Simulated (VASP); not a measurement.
# C5N in VASP: further runs, part 2 of 2

VASP 6.6.1. Earlier steps stand in the parts before.

## 4. Single point, PBE+D3(BJ)

File INCAR:

```
SYSTEM = C5N
  PREC = Accurate
  ENCUT = 520
  EDIFF = 1E-6
  ISMEAR = 0
  SIGMA = 0.05
  LREAL = .False.
  LASPH = .True.
  NELM = 100
  ALGO = Normal
  ISIF = 2
  LWAVE = .False.
  LCHARG = .False.
  LDIPOL = .True.
  IDIPOL = 3
  DIPOL = 0.5 0.5 0.319
  GGA = PE
  IVDW = 12
  NBANDS = 37
```

File KPOINTS:

```
regular mesh
0
Gamma
  8 7 1
  0 0 0
```

File POSCAR:

```
C5N
1.0
    3.6473242087      0.0000000000      0.0000000000
   -1.6658829526      3.9310150920      0.0000000000
    0.0000000000      0.0000000000     23.1309581756
C N
10 2
Direct
    0.5001799340      0.3333933113      0.1729284178
    0.4998200660      0.6666066887      0.1729284178
    0.5001799340      0.8333933113      0.2262110668
    0.4998200660      0.1666066887      0.2262110668
    0.5000212336      0.3353169660      0.2794744906
    0.4999787664      0.6646830340      0.2794744906
    0.5001286265      0.8366480411      0.3329734377
    0.4998713735      0.1633519589      0.3329734377
    0.4997623706      0.3544335280      0.3817809063
    0.5002376294      0.6455664720      0.3817809063
    0.9997623706      1.1044335280      0.4985075883
    0.9997623706      1.1044335280      0.5460629032
```

Potentials or basis: VASP PAW PBE potentials, release 64 (C, N).

Command:

```sh
$ cat potpaw_PBE.64/C/POTCAR potpaw_PBE.64/N/POTCAR > POTCAR
$ mpirun -np 1 vasp_std > vasp.out
```

OUTCAR:

```text
SYSTEM = C5N
   PREC = Accurate
   ENCUT = 520
   EDIFF = 1E-6
   ISMEAR = 0
   LREAL = .False.
   LASPH = .True.
   NELM = 100
   ISIF = 2
   GGA = PE
   IVDW = 12
 IVDW          = 12

 ion  position               nearest neighbor table
   1  0.500  0.333  0.173-   2 1.42   4 1.42
   2  0.500  0.667  0.173-   1 1.42   3 1.42
   3  0.500  0.833  0.226-   4 1.42   2 1.42   6 1.43
   4  0.500  0.167  0.226-   3 1.42   1 1.42   5 1.43
   5  0.500  0.335  0.279-   6 1.41   4 1.43   8 1.44
   6  0.500  0.665  0.279-   5 1.41   3 1.43   7 1.44
   7  0.500  0.837  0.333-  10 1.39   8 1.40   6 1.44
   8  0.500  0.163  0.333-   9 1.39   7 1.40   5 1.44
   9  0.500  0.354  0.382-  10 1.24   8 1.39
  10  0.500  0.646  0.382-   9 1.24   7 1.39
  11  1.000  0.104  0.499-  12 1.10
  12  1.000  0.104  0.546-  11 1.10

  LATTYP: Found a simple monoclinic cell.
 ALAT       =     3.6473242087
 B/A-ratio  =     6.3418980195
 C/A-ratio  =     1.1705654048
 COS(beta)  =    -0.3901884683

  Lattice vectors:

 A1 = (   3.6473242087,   0.0000000000,   0.0000000000)
 A2 = (   0.0000000000,   0.0000000000, -23.1309581756)
 A3 = (  -1.6658829526,   3.9310150920,   0.0000000000)

Analysis of symmetry for initial positions (statically):
=====================================================================
 Subroutine PRICEL returns:
 Original cell was already a primitive cell.

 Routine SETGRP: Setting up the symmetry group for a
 simple monoclinic supercell.

 Subroutine GETGRP returns: Found  1 space group operations
 (whereof  1 operations were pure point group operations)
 out of a pool of  4 trial point group operations.

The static configuration has the point symmetry C_1 .

Analysis of symmetry for dynamics (positions and initial velocities):
=====================================================================
 Subroutine PRICEL returns:
 Original cell was already a primitive cell.

 Routine SETGRP: Setting up the symmetry group for a
 simple monoclinic supercell.

 Subroutine GETGRP returns: Found  1 space group operations
 (whereof  1 operations were pure point group operations)
 out of a pool of  4 trial point group operations.

The dynamic configuration has the point symmetry C_1 .

 Subroutine INISYM returns: Found  1 space group operations
 (whereof  1 operations are pure point group operations),
 and found     1 'primitive' translations

----------------------------------------------------------------------------------------

                                     Primitive cell

  volume of cell :     331.6444

  direct lattice vectors                    reciprocal lattice vectors
     3.647324209  0.000000000  0.000000000     0.274173598  0.116189104  0.000000000
    -1.665882953  3.931015092  0.000000000     0.000000000  0.254387220  0.000000000
     0.000000000  0.000000000 23.130958176     0.000000000  0.000000000  0.043232104

  length of vectors
     3.647324209  4.269431539 23.130958176     0.297776879  0.254387220  0.043232104

  position of ions in fractional coordinates (direct lattice)
     0.500179934  0.333393311  0.172928418
     0.499820066  0.666606689  0.172928418
     0.500179934  0.833393311  0.226211067
     0.499820066  0.166606689  0.226211067
     0.500021234  0.335316966  0.279474491
[... 84 lines left out ...]
 SYSTEM =  C5N
   PREC   = accura    normal or accurate (medium, high low for compatibility)
   ISTART =      0    job   : 0-new  1-cont  2-samecut
   ICHARG =      2    charge: 1-file 2-atom 10-const
   ISPIN  =      1    spin polarized calculation?
   LNONCOLLINEAR =      F non collinear calculations
   LSORBIT =      F    spin-orbit coupling
   LASPH  =      T    aspherical Exc in radial PAW
   ENCUT  =  520.0 eV  38.22 Ry    6.18 a.u.   6.78  7.94 43.01*2*pi/ulx,y,z
   NELM   =    100;   NELMIN=  2; NELMDL= -5     # of ELM steps
   EDIFF  = 0.1E-05   stopping-criterion for ELM
   LREAL  =      F    real-space projection
   EDIFFG = 0.1E-04   stopping-criterion for IOM
   NSW    =      0    number of steps for IOM
   IBRION =     -1    ionic relax: 0-MD 1-quasi-New 2-CG
   NFREE  =      0    steps in history (QN), initial steepest desc. (CG)
   ISIF   =      2    stress and relaxation
   ISYM   =      2    0-nonsym 1-usesym 2-fastsym
   POTIM  = 0.5000    time-step for ionic-motion
   TEBEG  =    0.0;   TEEND  =   0.0 temperature during run
   PSTRESS=    0.0 pullay stress
   NELECT =      50.0000    total number of electrons
   NUPDOWN=      -1.0000    fix difference up-down
   EMIN   =  10.00;   EMAX   =-10.00  energy-range for DOS
   EFERMI =   0.00;   METHOD = LEGACY
   ISMEAR =     0;   SIGMA  =   0.05  broadening in eV -4-tet -1-fermi 0-gaus
   EFERMI_NEDOS =   21; number of points for ismear=-14 and -15
   IALGO  =     38    algorithm
   IMIX   =      4    mixing-type and parameters
     AMIX     =   0.40;   BMIX     =  1.00
     AMIX_MAG =   1.60;   BMIX_MAG =  1.00
  volume/ion in A,a.u.               =      27.64       186.50
  Fermi-wavevector in a.u.,A,eV,Ry     =   0.871312  1.646542 10.329345  0.759185
  Thomas-Fermi vector in A             =   1.990402
   LORBIT       =      0    0 simple, 1 ext, 2 COOP (PROOUT), +10 PAW based schemes
   GGA     = PE    functional components
   LHFCALC =     F    Hartree Fock is set to
   AEXX    =    0.0000 exact exchange contribution
   IVDW    =    12    specifies the selected vdW correction
   LEPSILON=     F    determine dielectric tensor
   LRPA    =     F    only Hartree local field effects (RPA)
 non-spin polarized calculation
 Gauss-broadening in eV      SIGMA  =   0.05
  energy-cutoff  :      520.00
  volume of cell :      331.64
 maximum number of plane-waves:      8966
   NGX = 13   NGY = 15   NGZ = 87

 dipolmoment           0.000000      0.000000      0.021762 electrons x Angstroem

 number of electron      49.9999997 magnetization

 dipolmoment           0.000000      0.000000     -0.076951 electrons x Angstroem

 Free energy of the ion-electron system (eV)
  ---------------------------------------------------
  ext. energy  EPLUGINS =         0.00000000
  ---------------------------------------------------
  free energy    TOTEN  =       -99.12287537 eV

  energy without entropy =      -99.11957673  energy(sigma->0) =      -99.12122605

 E-fermi :  -2.7923     XC(G=0):  -4.3702

 val. band max:       -2.8094352448   @ k =   0.3750   0.4286   0.0000
 cond. band min:      -2.7872789328   @ k =  -0.1250   0.4286   0.0000
 fundamental gap:      0.0221563120
 Fermi energy:        -2.7923444486

 k-point     1 :       0.0000    0.0000    0.0000
  band No.  band energies     occupation
      1     -26.0003      2.00000
      2     -21.5147      2.00000
      3     -19.6674      2.00000
      4     -16.9607      2.00000
      5     -16.0954      2.00000
      6     -15.4945      2.00000
[... 949 lines left out ...]
     36       5.3159      0.00000
     37       5.4439      0.00000

 [... further k-points ...]

------------------------ aborting loop because EDIFF is reached ----------------------------------------

 vacuum level on the upper side and lower side of the slab       (xc-potential included)        -0.586         0.332

 Edisp (eV)   -1.30278

 E8    (eV) :    -0.3796

  FORCE on cell =-STRESS in cart. coord.  units (eV):
  Direction    XX          YY          ZZ          XY          YZ          ZX
  --------------------------------------------------------------------------------------
  -------------------------------------------------------------------------------------
  Total       0.07452    -1.44180    -0.23850     0.67611    -0.07998    -0.07529
  in kB       0.36000    -6.96533    -1.15221     3.26631    -0.38637    -0.36374
  external pressure =       -2.59 kB  Pullay stress =        0.00 kB

 VOLUME and BASIS-vectors are now :
 -----------------------------------------------------------------------------
  energy-cutoff  :      520.00
  volume of cell :      331.64
      direct lattice vectors                 reciprocal lattice vectors
     3.647324209  0.000000000  0.000000000     0.274173598  0.116189104  0.000000000
    -1.665882953  3.931015092  0.000000000     0.000000000  0.254387220  0.000000000
     0.000000000  0.000000000 23.130958176     0.000000000  0.000000000  0.043232104

 POSITION                                       TOTAL-FORCE (eV/Angst)
 -----------------------------------------------------------------------------------
      1.26892      1.31057      4.00000        -2.622994      6.132033      1.134066
      0.71252      2.62044      4.00000         2.623378     -6.131243      1.133220
      0.43598      3.27608      5.23248        -0.165781      0.378430     -1.173777
      1.54546      0.65493      5.23248         0.164827     -0.381454     -1.173885
      1.26514      1.31814      6.46451         0.003471     -0.002772      0.004061
      0.71630      2.61288      6.46451        -0.007894      0.008756      0.001176
      0.43037      3.28888      7.70199         0.010991      0.019849      0.015647
      1.55107      0.64214      7.70199         0.001126     -0.031925      0.031553
      1.23235      1.39328      8.83096         0.054897     -0.004105     -0.031826
      0.74909      2.53773      8.83096        -0.031221      0.048471      0.015725
      3.47248      0.41053     11.53096        -0.039201     -0.045886     -2.107973
      3.47248      0.41053     12.63096         0.008400      0.009846      2.152013
 -----------------------------------------------------------------------------------
    total drift:                               -0.000012      0.000021     -0.000067

  FREE ENERGIE OF THE ION-ELECTRON SYSTEM (eV)
  ---------------------------------------------------
  free  energy   TOTEN  =      -100.4256511450 eV

  energy  without entropy=     -100.4223525087  energy(sigma->0) =     -100.42400183

 vacuum level on the upper side and lower side of the slab         2.667         3.621
```

It took 18 min on 1 thread of Intel Xeon 8259CL, shared host; peak memory 0.56 GiB.

Results:

| Item | Value |
| --- | --- |
| Free energy | -100.4257 eV |
| Largest force | 6.765 eV/Å |
| Band gap on the k mesh | zero (bands 25 and 26 overlap by 0.72 eV) |
| Dispersion energy per atom | -0.109 eV |

Forces on the atoms (eV/Å):
```
C   -2.623  6.132  1.134
C    2.623 -6.131  1.133
C   -0.166  0.378 -1.174
C    0.165 -0.381 -1.174
C    0.003 -0.003  0.004
C   -0.008  0.009  0.001
C    0.011  0.020  0.016
C    0.001 -0.032  0.032
C    0.055 -0.004 -0.032
C   -0.031  0.048  0.016
N   -0.039 -0.046 -2.108
N    0.008  0.010  2.152
```

Caveat: the standard files for N, O and F lose accuracy on very short bonds.

## 5. Single point, PBE+D3(BJ)

File INCAR:

```
SYSTEM = C5N
PREC = Accurate ; ENCUT = 520
EDIFF = 1E-6 ; ISMEAR = 0
SIGMA = 0.05 ; LREAL = .False.
LASPH = .True. ; NELM = 100
ALGO = Normal ; ISIF = 2
LWAVE = .False. ; LCHARG = .False.
LDIPOL = .True. ; IDIPOL = 3
DIPOL = 0.5 0.5 0.319 ; GGA = PE
IVDW = 12 ; NBANDS = 37
```

KPOINTS is that of step 4.

Changes to POSCAR since step 4:

```diff
@@ -18,3 +18,3 @@
     0.5002376294      0.6455664720      0.3817809063
-    0.9997623706      1.1044335280      0.4985075883
-    0.9997623706      1.1044335280      0.5460629032
+    1.2497623706      0.8544335280      0.4985075883
+    1.2497623706      0.8544335280      0.5460629032
```

Potentials or basis: VASP PAW PBE potentials, release 64 (C, N).

Command:

```sh
$ cat potpaw_PBE.64/C/POTCAR potpaw_PBE.64/N/POTCAR > POTCAR
$ mpirun -np 1 vasp_std > vasp.out
```

OUTCAR:

```text
SYSTEM = C5N
   PREC = Accurate
   ENCUT = 520
   EDIFF = 1E-6
   ISMEAR = 0
   LREAL = .False.
   LASPH = .True.
   NELM = 100
   ISIF = 2
   GGA = PE
   IVDW = 12
 IVDW          = 12

 ion  position               nearest neighbor table
   1  0.500  0.333  0.173-   2 1.42   4 1.42
   2  0.500  0.667  0.173-   1 1.42   3 1.42
   3  0.500  0.833  0.226-   4 1.42   2 1.42   6 1.43
   4  0.500  0.167  0.226-   3 1.42   1 1.42   5 1.43
   5  0.500  0.335  0.279-   6 1.41   4 1.43   8 1.44
   6  0.500  0.665  0.279-   5 1.41   3 1.43   7 1.44
   7  0.500  0.837  0.333-  10 1.39   8 1.40   6 1.44
   8  0.500  0.163  0.333-   9 1.39   7 1.40   5 1.44
   9  0.500  0.354  0.382-  10 1.24   8 1.39
  10  0.500  0.646  0.382-   9 1.24   7 1.39
  11  0.250  0.854  0.499-  12 1.10
  12  0.250  0.854  0.546-  11 1.10

  LATTYP: Found a simple monoclinic cell.
 ALAT       =     3.6473242087
 B/A-ratio  =     6.3418980195
 C/A-ratio  =     1.1705654048
 COS(beta)  =    -0.3901884683

  Lattice vectors:

 A1 = (   3.6473242087,   0.0000000000,   0.0000000000)
 A2 = (   0.0000000000,   0.0000000000, -23.1309581756)
 A3 = (  -1.6658829526,   3.9310150920,   0.0000000000)

Analysis of symmetry for initial positions (statically):
=====================================================================
 Subroutine PRICEL returns:
 Original cell was already a primitive cell.

 Routine SETGRP: Setting up the symmetry group for a
 simple monoclinic supercell.

 Subroutine GETGRP returns: Found  1 space group operations
 (whereof  1 operations were pure point group operations)
 out of a pool of  4 trial point group operations.

The static configuration has the point symmetry C_1 .

Analysis of symmetry for dynamics (positions and initial velocities):
=====================================================================
[... 167 lines left out ...]

 dipolmoment           0.000000      0.000000      0.021059 electrons x Angstroem

 number of electron      49.9999997 magnetization

 dipolmoment           0.000000      0.000000     -0.083579 electrons x Angstroem

 Free energy of the ion-electron system (eV)
  ---------------------------------------------------
  ext. energy  EPLUGINS =         0.00000000
  ---------------------------------------------------
  free energy    TOTEN  =       -99.11996834 eV

  energy without entropy =      -99.11695038  energy(sigma->0) =      -99.11845936

 E-fermi :  -2.7523     XC(G=0):  -4.3676

 val. band max:       -2.7625733742   @ k =   0.3750   0.4286   0.0000
 cond. band min:      -2.7484875189   @ k =  -0.1250   0.4286   0.0000
 fundamental gap:      0.0140858553
 Fermi energy:        -2.7523217467

 k-point     1 :       0.0000    0.0000    0.0000
  band No.  band energies     occupation
      1     -26.0542      2.00000
      2     -21.4834      2.00000
      3     -19.6360      2.00000
      4     -16.9304      2.00000
      5     -16.0640      2.00000
      6     -15.4638      2.00000
[... 949 lines left out ...]
     36       5.3358      0.00000
     37       5.3955      0.00000

 [... further k-points ...]

------------------------ aborting loop because EDIFF is reached ----------------------------------------

 vacuum level on the upper side and lower side of the slab       (xc-potential included)        -0.630         0.373

 Edisp (eV)   -1.30297

 E8    (eV) :    -0.3797

  FORCE on cell =-STRESS in cart. coord.  units (eV):
  Direction    XX          YY          ZZ          XY          YZ          ZX
  --------------------------------------------------------------------------------------
  -------------------------------------------------------------------------------------
  Total       0.10009    -1.47284    -0.23163     0.56625     0.03885    -0.07056
  in kB       0.48353    -7.11530    -1.11902     2.73555     0.18770    -0.34088
  external pressure =       -2.58 kB  Pullay stress =        0.00 kB

 VOLUME and BASIS-vectors are now :
 -----------------------------------------------------------------------------
  energy-cutoff  :      520.00
  volume of cell :      331.64
      direct lattice vectors                 reciprocal lattice vectors
     3.647324209  0.000000000  0.000000000     0.274173598  0.116189104  0.000000000
    -1.665882953  3.931015092  0.000000000     0.000000000  0.254387220  0.000000000
     0.000000000  0.000000000 23.130958176     0.000000000  0.000000000  0.043232104

 POSITION                                       TOTAL-FORCE (eV/Angst)
 -----------------------------------------------------------------------------------
      1.26892      1.31057      4.00000        -2.625001      6.138636      1.134045
      0.71252      2.62044      4.00000         2.626271     -6.138733      1.134813
      0.43598      3.27608      5.23248        -0.164713      0.386329     -1.173913
      1.54546      0.65493      5.23248         0.160616     -0.383220     -1.174521
      1.26514      1.31814      6.46451         0.007180     -0.014652      0.001714
      0.71630      2.61288      6.46451        -0.008233     -0.000453      0.006823
      0.43037      3.28888      7.70199        -0.023077      0.048459      0.043700
      1.55107      0.64214      7.70199         0.016369     -0.015917      0.009209
      1.23235      1.39328      8.83096         0.011176     -0.012697      0.040592
      0.74909      2.53773      8.83096         0.038164     -0.028935     -0.074209
     -0.51242      3.35879     11.53096        -0.052599      0.027170     -2.104864
     -0.51242      3.35879     12.63096         0.013847     -0.005988      2.156612
 -----------------------------------------------------------------------------------
    total drift:                               -0.000006      0.000011     -0.000069

  FREE ENERGIE OF THE ION-ELECTRON SYSTEM (eV)
  ---------------------------------------------------
  free  energy   TOTEN  =      -100.4229395805 eV

  energy  without entropy=     -100.4199216211  energy(sigma->0) =     -100.42143060

 vacuum level on the upper side and lower side of the slab         2.619         3.656
```

OSZICAR:

```text
N       E                     dE             d eps       ncg     rms          rms(c)
DAV:   1     0.381277500126E+03    0.38128E+03   -0.20769E+04  2146   0.109E+03
DAV:   2    -0.511795936218E+02   -0.43246E+03   -0.41497E+03  3043   0.261E+02
DAV:   3    -0.104995337193E+03   -0.53816E+02   -0.53036E+02  2682   0.969E+01
[... 16 lines left out ...]
DAV:  20    -0.991199485035E+02   -0.20235E-04   -0.89342E-07  1901   0.489E-03    0.153E-03
DAV:  21    -0.991199612709E+02   -0.12767E-04   -0.97223E-07  1951   0.505E-03    0.926E-04
DAV:  22    -0.991199662809E+02   -0.50100E-05   -0.36087E-07  1852   0.322E-03    0.419E-04
DAV:  23    -0.991199677304E+02   -0.14495E-05   -0.12993E-07  1529   0.169E-03    0.273E-04
DAV:  24    -0.991199683419E+02   -0.61153E-06   -0.40181E-08  1434   0.842E-04
   1 F= -.10042294E+03 E0= -.10042143E+03  d E =-.301796E-02
```

stdout:

```text
POSCAR found type information on POSCAR C N
 POSCAR found :  2 types and      12 ions
 scaLAPACK will be used
 LDA part: xc-table for (Slater+PW92), standard interpolation
 POSCAR, INCAR and KPOINTS ok, starting setup
 FFT: planning ... GRIDC
 FFT: planning ... GRID_SOFT
 FFT: planning ... GRID
 WAVECAR not read
 entering main loop
```

It took 17 min on 1 thread of Intel Xeon 8259CL, shared host; peak memory 0.56 GiB.

Results:

```
Free energy                : -100.4229 eV
Largest force              : 6.773 eV/Å
Band gap on the k mesh     : zero (bands 25 and 26 overlap by 0.72 eV)
Dispersion energy per atom : -0.109 eV
```

Forces in eV/Å, atoms in the order of the input:
```
C   -2.625  6.139  1.134
C    2.626 -6.139  1.135
C   -0.165  0.386 -1.174
C    0.161 -0.383 -1.175
C    0.007 -0.015  0.002
C   -0.008  0.000  0.007
C   -0.023  0.048  0.044
C    0.016 -0.016  0.009
C    0.011 -0.013  0.041
C    0.038 -0.029 -0.074
N   -0.053  0.027 -2.105
N    0.014 -0.006  2.157
```

Caveat: the standard files for N, O and F lose accuracy on very short bonds.

## 6. Overview

| cell | gap on the mesh (eV) | largest force (eV/Å) |
| --- | --- | --- |
| as given, atomic positions A | none | 6.78 |
| as given, atomic positions B | none | 6.77 |
| as given, atomic positions C | none | 6.77 |
| as given, atomic positions D | none | 6.77 |

Alike in all rows: task single point; level PBE+D3(BJ); potentials or basis VASP PAW PBE potentials, release 64 (C, N); no spin polarisation; k mesh 8 × 7 × 1; cutoff (eV) 520; smearing gaussian 0.05 eV.

Caveats: the standard files for N, O and F lose accuracy on very short bonds.

Total energies depend on the potentials used, so only differences within one code and one set of settings carry meaning.

The gap in the log of VASP goes by the Fermi energy; the results here count the filled bands.